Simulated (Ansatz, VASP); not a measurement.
## One calculation of BaO, two programs

```xyz
2
Lattice="0.0000 2.7870 2.7870 2.7870 0.0000 2.7870 2.7870 2.7870 0.0000" Properties=species:S:1:pos:R:3 pbc="T T T"
Ba    0.0000    0.0000    0.0000
O     2.7870    2.7870    2.7870
```

Alike in both runs: functional PBE; k mesh 8 × 8 × 8; occupations gaussian, width 0.02 eV; no spin polarisation.

Ansatz relaxed the structure, and its values are those at the end. VASP's run is a single point on that final structure, the one shown.

|  | VASP | Ansatz |
| --- | --- | --- |
| version | VASP 6.6.1 | Ansatz 0.2.0 |
| potentials or method | VASP PAW PBE potentials, release 64 (Ba_sv, O), cutoff 600 eV | scalar-relativistic, plane waves, PAW |
| valence electrons in the cell | 16 | 16 |

Ansatz gave:

```
gap on the k mesh at the Fermi level (eV) : 2.10
least direct gap on the mesh (eV)         : 2.10
pressure (GPa)                            : 0.0
```

Q: Estimate VASP's values.

A: gap on the k mesh at the Fermi level (eV): 2.04; least direct gap on the mesh (eV): 2.04; pressure (GPa): 1.5.

With one functional, cell and mesh, what is left measures potentials, basis and numerics.

Neither program's run includes spin-orbit coupling.
